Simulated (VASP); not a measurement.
# TiTe2 in VASP: further runs

Runs on TiTe2. Level: PBE. Tasks: single point.

Everything below comes from runs of VASP 6.6.1. Logs are shortened: lines on timing, memory, paths and dates and some standing lists are left out, and cuts for length are marked.

### Step 1. The cell of the first run

The cell holds a sheet with vacuum, 3 atoms: a = 3.735 Å, b = 3.735 Å, c = 18.000 Å, α = 90.00°, β = 90.00°, γ = 120.00°.

The cell was generated, and may not be a known phase.

### Step 2. Single point, PBE

Contents of INCAR:

```
PREC = Accurate
ENCUT = 520
EDIFF = 1E-6
ISMEAR = 0
SIGMA = 0.1
LREAL = False
LASPH = True
NELM = 100
ALGO = Normal
ISIF = 2
LWAVE = False
LCHARG = True
LDIPOL = True
IDIPOL = 3
DIPOL = 0.5 0.5 0.500
GGA = PE
LELF = True
LVHAR = True
LVACPOTAV = True
NBANDS = 19
```

Contents of KPOINTS:

```
Automatic mesh
0
Gamma
  6 6 1
```

Contents of POSCAR:

```
TiTe2
1.0
    3.7352960400      0.0000000000      0.0000000000
   -1.8676480200      3.2348610800      0.0000000000
    0.0000000000      0.0000000000     18.0000000000
Ti Te
1 2
Direct
    0.0000000000      0.0000000000      0.5000000000
    0.3333333300      0.6666666700      0.4009841000
    0.3333333300      0.6666666700      0.5990159000
```

Potentials or basis: VASP PAW PBE potentials, release 64 (Ti_sv, Te).

The run is started by

```bash
$ cat potpaw_PBE.64/Ti_sv/POTCAR potpaw_PBE.64/Te/POTCAR > POTCAR
$ mpirun -np 1 vasp_std > vasp.out
```

OUTCAR:

```text
PREC = Accurate
   ENCUT = 520
   EDIFF = 1E-6
   ISMEAR = 0
   LREAL = False
   LASPH = True
   NELM = 100
   ISIF = 2
   GGA = PE

 ion  position               nearest neighbor table
   1  0.000  0.000  0.500-   2 2.80   3 2.80   2 2.80   3 2.80   2 2.80   3 2.80
   2  0.333  0.667  0.401-   1 2.80   1 2.80   1 2.80   3 3.56
   3  0.333  0.667  0.599-   1 2.80   1 2.80   1 2.80   2 3.56

  LATTYP: Found a hexagonal cell.
 ALAT       =     3.7352960400
 C/A-ratio  =     4.8188951578

  Lattice vectors:

 A1 = (   3.7352960400,   0.0000000000,   0.0000000000)
 A2 = (  -1.8676480200,   3.2348610800,   0.0000000000)
 A3 = (   0.0000000000,   0.0000000000,  18.0000000000)

Analysis of symmetry for initial positions (statically):
=====================================================================
 Subroutine PRICEL returns:
 Original cell was already a primitive cell.

 Routine SETGRP: Setting up the symmetry group for a
 hexagonal supercell.

 Subroutine GETGRP returns: Found 12 space group operations
 (whereof 12 operations were pure point group operations)
 out of a pool of 24 trial point group operations.

The static configuration has the point symmetry D_3h.

Analysis of symmetry for dynamics (positions and initial velocities):
=====================================================================
 Subroutine PRICEL returns:
 Original cell was already a primitive cell.

 Routine SETGRP: Setting up the symmetry group for a
 hexagonal supercell.

 Subroutine GETGRP returns: Found 12 space group operations
 (whereof 12 operations were pure point group operations)
 out of a pool of 24 trial point group operations.

The dynamic configuration has the point symmetry D_3h.

 Subroutine INISYM returns: Found 12 space group operations
 (whereof 12 operations are pure point group operations),
 and found     1 'primitive' translations

----------------------------------------------------------------------------------------

                                     Primitive cell

  volume of cell :     217.4969

  direct lattice vectors                    reciprocal lattice vectors
     3.735296040  0.000000000  0.000000000     0.267716398  0.154566143  0.000000000
    -1.867648020  3.234861080  0.000000000     0.000000000  0.309132286  0.000000000
     0.000000000  0.000000000 18.000000000     0.000000000  0.000000000  0.055555556

  length of vectors
     3.735296040  3.735295883 18.000000000     0.309132273  0.309132286  0.055555556

  position of ions in fractional coordinates (direct lattice)
     0.000000000  0.000000000  0.500000000
     0.333333330  0.666666670  0.400984100
[... 67 lines left out ...]
   ISIF   =      2    stress and relaxation
   ISYM   =      2    0-nonsym 1-usesym 2-fastsym
   POTIM  = 0.5000    time-step for ionic-motion
   TEBEG  =    0.0;   TEEND  =   0.0 temperature during run
   PSTRESS=    0.0 pullay stress
   NELECT =      24.0000    total number of electrons
   NUPDOWN=      -1.0000    fix difference up-down
   EMIN   =  10.00;   EMAX   =-10.00  energy-range for DOS
   EFERMI =   0.00;   METHOD = LEGACY
   ISMEAR =     0;   SIGMA  =   0.10  broadening in eV -4-tet -1-fermi 0-gaus
   EFERMI_NEDOS =   21; number of points for ismear=-14 and -15
   IALGO  =     38    algorithm
   IMIX   =      4    mixing-type and parameters
     AMIX     =   0.40;   BMIX     =  1.00
     AMIX_MAG =   1.60;   BMIX_MAG =  1.00
  volume/ion in A,a.u.               =      72.50       489.25
  Fermi-wavevector in a.u.,A,eV,Ry     =   0.785225  1.483860  8.389060  0.616579
  Thomas-Fermi vector in A             =   1.889518
   LORBIT       =      0    0 simple, 1 ext, 2 COOP (PROOUT), +10 PAW based schemes
   GGA     = PE    functional components
   LHFCALC =     F    Hartree Fock is set to
   AEXX    =    0.0000 exact exchange contribution
   IVDW    =     0    specifies the selected vdW correction
   LEPSILON=     F    determine dielectric tensor
   LRPA    =     F    only Hartree local field effects (RPA)
 non-spin polarized calculation
 Gauss-broadening in eV      SIGMA  =   0.10
  energy-cutoff  :      520.00
  volume of cell :      217.50
 maximum number of plane-waves:      5878
 NGX is ok and might be reduce to    28
   NGX = 13   NGY = 13   NGZ = 67

 number of electron      24.0000004 magnetization

 dipolmoment           0.000000      0.000000     -0.000000 electrons x Angstroem

 Free energy of the ion-electron system (eV)
  ---------------------------------------------------
  ext. energy  EPLUGINS =         0.00000000
  ---------------------------------------------------
  free energy    TOTEN  =       -15.86548554 eV

  energy without entropy =      -15.86131822  energy(sigma->0) =      -15.86340188

 E-fermi :  -0.8902     XC(G=0):  -4.2966

 val. band max:       -0.9641891058   @ k =   0.0000   0.0000   0.0000
 cond. band min:      -0.7903674039   @ k =   0.5000   0.0000   0.0000
 fundamental gap:      0.1738217018
 Fermi energy:        -0.8902490279

 k-point     1 :       0.0000    0.0000    0.0000
  band No.  band energies     occupation
      1     -58.0567      2.00000
      2     -34.3420      2.00000
      3     -34.3420      2.00000
      4     -34.2134      2.00000
      5     -12.6538      2.00000
      6     -11.7691      2.00000
[... 131 lines left out ...]
      6     -10.4815      2.00000
[... 11 lines left out ...]
     18       3.7281      0.00000
     19       4.3511      0.00000

------------------------ aborting loop because EDIFF is reached ----------------------------------------

  FORCE on cell =-STRESS in cart. coord.  units (eV):
  Direction    XX          YY          ZZ          XY          YZ          ZX
  --------------------------------------------------------------------------------------
  -------------------------------------------------------------------------------------
  Total        0.3952198      0.3952198      0.2460390      0.0000000      0.0000000      0.0000000
  in kB        2.9113613      2.9113610      1.8124306      0.0000000      0.0000000      0.0000000
  external PRESSURE =       2.5450510 kB  Pullay stress =       0.0000000 kB

 VOLUME and BASIS-vectors are now :
 -----------------------------------------------------------------------------
  energy-cutoff  :      520.00
  volume of cell :      217.50
      direct lattice vectors                 reciprocal lattice vectors
     3.735296040  0.000000000  0.000000000     0.267716398  0.154566143  0.000000000
    -1.867648020  3.234861080  0.000000000     0.000000000  0.309132286  0.000000000
     0.000000000  0.000000000 18.000000000     0.000000000  0.000000000  0.055555556

 POSITION                                       TOTAL-FORCE (eV/Angst)
 -----------------------------------------------------------------------------------
      0.00000      0.00000      9.00000         0.000000     -0.000000      0.000000
     -0.00000      2.15657      7.21771        -0.000000      0.000000     -0.072110
     -0.00000      2.15657     10.78229        -0.000000      0.000000      0.072110
 -----------------------------------------------------------------------------------
    total drift:                                0.000011     -0.000008      0.000000

  FREE ENERGIE OF THE ION-ELECTRON SYSTEM (eV)
  ---------------------------------------------------
  free  energy   TOTEN  =       -15.8654855398 eV

  energy  without entropy=      -15.8613182151  energy(sigma->0) =      -15.86340188

 vacuum level on the upper side and lower side of the slab         4.343         4.343
```

Run time: 61 s. Hardware: 1 thread of Intel Xeon Platinum 8259CL at 2.50GHz (Skylake/Cascade Lake), shared host; peak memory 0.31 GiB.

Results:

```
Free energy            : -15.8655 eV
Largest force          : 0.072 eV/Å
Band gap on the k mesh : 0.17 eV (least direct gap 0.51 eV)
```

Forces on the atoms (eV/Å):
```
Ti   0.000  0.000  0.000
Te   0.000  0.000 -0.072
Te   0.000  0.000  0.072
```

Levels at points of the mesh, in eV from the valence-band top:
```
           k point  band 8  band 9  band 10  band 11  band 12  band 13  band 14  band 15  band 16  band 17
(0.00, 0.00, 0.00)   -0.97   -0.74    -0.74     0.00     0.00     0.87     2.84     2.84     2.98     2.98
(0.50, 0.00, 0.00)   -3.54   -2.54    -1.24    -0.65    -0.34     0.17     1.66     1.95     3.12     3.32
```

Caveat: semilocal functionals underestimate gaps, and a narrow one can read as zero; spin-orbit coupling is left out, which moves the levels of the heavy elements.

### Step 3. Single point, PBE

This run uses another cell than the first one.

Contents of INCAR:

```
ALGO = Normal
DIPOL = 0.5 0.5 0.291
EDIFF = 1E-7
ENCUT = 520
GGA = PE
IDIPOL = 3
ISIF = 2
ISMEAR = 0
LASPH = True
LCHARG = False
LDIPOL = True
LREAL = False
LWAVE = False
NBANDS = 19
NELM = 100
PREC = Accurate
SIGMA = 0.1
```

Contents of KPOINTS:

```
k-points
0
Gamma
  6 6 1
```

Contents of POSCAR:

```
TiTe2
1.0
    3.7641283511      0.0000000000      0.0000000000
   -1.8820641755      3.2598307751      0.0000000000
    0.0000000000      0.0000000000     30.9291448000
Ti Te
1 2
Direct
    0.0000000000      0.0000000000      0.2909876771
    0.3333333333      0.6666666667      0.2335739382
    0.3333333333      0.6666666667      0.3484014160
```

Potentials or basis: VASP PAW PBE potentials, release 64 (Ti_sv, Te).

The run is started by

```bash
$ cat potpaw_PBE.64/Ti_sv/POTCAR potpaw_PBE.64/Te/POTCAR > POTCAR
$ mpirun -np 1 vasp_std > vasp.out
```

OUTCAR:

```text
EDIFF = 1E-7
   ENCUT = 520
   GGA = PE
   ISIF = 2
   ISMEAR = 0
   LASPH = True
   LREAL = False
   NELM = 100
   PREC = Accurate

 ion  position               nearest neighbor table
   1  0.000  0.000  0.291-   2 2.81   3 2.81   2 2.81   3 2.81   2 2.81   3 2.81
   2  0.333  0.667  0.234-   1 2.81   1 2.81   1 2.81   3 3.55
   3  0.333  0.667  0.348-   1 2.81   1 2.81   1 2.81   2 3.55

  LATTYP: Found a hexagonal cell.
 ALAT       =     3.7641283511
 C/A-ratio  =     8.2168146022

  Lattice vectors:

 A1 = (   3.7641283511,   0.0000000000,   0.0000000000)
 A2 = (  -1.8820641755,   3.2598307751,   0.0000000000)
 A3 = (   0.0000000000,   0.0000000000,  30.9291448000)

Analysis of symmetry for initial positions (statically):
=====================================================================
 Subroutine PRICEL returns:
 Original cell was already a primitive cell.

 Routine SETGRP: Setting up the symmetry group for a
 hexagonal supercell.

 Subroutine GETGRP returns: Found 12 space group operations
 (whereof  6 operations were pure point group operations)
 out of a pool of 24 trial point group operations.

The static configuration has the point symmetry C_3v.
 The point group associated with its full space group is D_3h.

Analysis of symmetry for dynamics (positions and initial velocities):
=====================================================================
 Subroutine PRICEL returns:
 Original cell was already a primitive cell.

 Routine SETGRP: Setting up the symmetry group for a
 hexagonal supercell.

 Subroutine GETGRP returns: Found 12 space group operations
 (whereof  6 operations were pure point group operations)
 out of a pool of 24 trial point group operations.

The dynamic configuration has the point symmetry C_3v.
 The point group associated with its full space group is D_3h.

[... 104 lines left out ...]
  Fermi-wavevector in a.u.,A,eV,Ry     =   0.652233  1.232542  5.788026  0.425408
  Thomas-Fermi vector in A             =   1.722088
   LORBIT       =      0    0 simple, 1 ext, 2 COOP (PROOUT), +10 PAW based schemes
   GGA     = PE    functional components
   LHFCALC =     F    Hartree Fock is set to
   AEXX    =    0.0000 exact exchange contribution
   IVDW    =     0    specifies the selected vdW correction
   LEPSILON=     F    determine dielectric tensor
   LRPA    =     F    only Hartree local field effects (RPA)
 non-spin polarized calculation
 Gauss-broadening in eV      SIGMA  =   0.10
  energy-cutoff  :      520.00
  volume of cell :      379.51
 maximum number of plane-waves:     10255
 NGX is ok and might be reduce to    28
   NGX = 13   NGY = 13   NGZ =115

 dipolmoment           0.000000      0.000000     -0.000014 electrons x Angstroem

 number of electron      23.9999996 magnetization

 dipolmoment           0.000000      0.000000      0.000001 electrons x Angstroem

 Free energy of the ion-electron system (eV)
  ---------------------------------------------------
  ext. energy  EPLUGINS =         0.00000000
  ---------------------------------------------------
  free energy    TOTEN  =       -15.86711063 eV

  energy without entropy =      -15.86491071  energy(sigma->0) =      -15.86601067

 E-fermi :  -2.7721     XC(G=0):  -2.4903

 val. band max:       -2.8790337333   @ k =   0.0000   0.0000   0.0000
 cond. band min:      -2.6446355023   @ k =   0.5000   0.0000   0.0000
 fundamental gap:      0.2343982310
 Fermi energy:        -2.7721435730

 k-point     1 :       0.0000    0.0000    0.0000
  band No.  band energies     occupation
      1     -59.9697      2.00000
      2     -36.2567      2.00000
      3     -36.2567      2.00000
      4     -36.1162      2.00000
      5     -14.4652      2.00000
      6     -13.5690      2.00000
[... 131 lines left out ...]
      6     -12.3470      2.00000
[... 11 lines left out ...]
     18       1.8518      0.00000
     19       2.4821      0.00000

------------------------ aborting loop because EDIFF is reached ----------------------------------------

 vacuum level on the upper side and lower side of the slab       (xc-potential included)        -0.007        -0.007

  FORCE on cell =-STRESS in cart. coord.  units (eV):
  Direction    XX          YY          ZZ          XY          YZ          ZX
  --------------------------------------------------------------------------------------
  -------------------------------------------------------------------------------------
  Total       -0.0544875     -0.0544875      0.1741152     -0.0000000      0.0000000      0.0000000
  in kB       -0.2300275     -0.2300275      0.7350552     -0.0000000      0.0000000      0.0000000
  external PRESSURE =       0.0916667 kB  Pullay stress =       0.0000000 kB

 VOLUME and BASIS-vectors are now :
 -----------------------------------------------------------------------------
  energy-cutoff  :      520.00
  volume of cell :      379.51
      direct lattice vectors                 reciprocal lattice vectors
     3.764128351  0.000000000  0.000000000     0.265665755  0.153382195  0.000000000
    -1.882064176  3.259830775  0.000000000     0.000000000  0.306764390  0.000000000
     0.000000000  0.000000000 30.929144800     0.000000000  0.000000000  0.032331964

 POSITION                                       TOTAL-FORCE (eV/Angst)
 -----------------------------------------------------------------------------------
      0.00000      0.00000      9.00000         0.000000      0.000000     -0.000000
     -0.00000      2.17322      7.22424        -0.000000      0.000000     -0.051988
     -0.00000      2.17322     10.77576        -0.000000      0.000000      0.051988
 -----------------------------------------------------------------------------------
    total drift:                                0.000001     -0.000000     -0.000054

  FREE ENERGIE OF THE ION-ELECTRON SYSTEM (eV)
  ---------------------------------------------------
  free  energy   TOTEN  =       -15.8671106302 eV

  energy  without entropy=      -15.8649107080  energy(sigma->0) =      -15.86601067

 vacuum level on the upper side and lower side of the slab         2.490         2.490
```

OSZICAR:

```text
N       E                     dE             d eps       ncg     rms          rms(c)
DAV:   1     0.151756118570E+03    0.15176E+03   -0.98666E+03   322   0.907E+02
DAV:   2     0.157659403732E+01   -0.15018E+03   -0.14757E+03   364   0.214E+02
DAV:   3    -0.170996266559E+02   -0.18676E+02   -0.18186E+02   478   0.695E+01
[... 20 lines left out ...]
DAV:  24    -0.158671094798E+02   -0.23882E-05   -0.70995E-08   248   0.133E-03    0.626E-04
DAV:  25    -0.158671098165E+02   -0.33666E-06   -0.12686E-08   251   0.570E-04    0.732E-04
DAV:  26    -0.158671103518E+02   -0.53533E-06   -0.46479E-09   199   0.408E-04    0.193E-04
DAV:  27    -0.158671105826E+02   -0.23077E-06   -0.13022E-09   186   0.288E-04    0.148E-04
DAV:  28    -0.158671106302E+02   -0.47648E-07    0.14712E-09   172   0.126E-04
   1 F= -.15867111E+02 E0= -.15866011E+02  d E =-.219992E-02
```

Wall time 2.1 min (1 thread of Intel Xeon Platinum 8259CL at 2.50GHz (Skylake/Cascade Lake), shared host); peak memory 0.47 GiB.

What came out:

| Quantity | Value |
| --- | --- |
| Free energy | -15.8671 eV |
| Largest force | 0.052 eV/Å |
| Band gap on the k mesh | 0.23 eV (least direct gap 0.58 eV) |

Forces in eV/Å, atoms in the order of the input:
```
Ti   0.000  0.000  0.000
Te   0.000  0.000 -0.052
Te   0.000  0.000  0.052
```

Caveat: semilocal functionals underestimate gaps, and a narrow one can read as zero; spin-orbit coupling is left out, which moves the levels of the heavy elements.
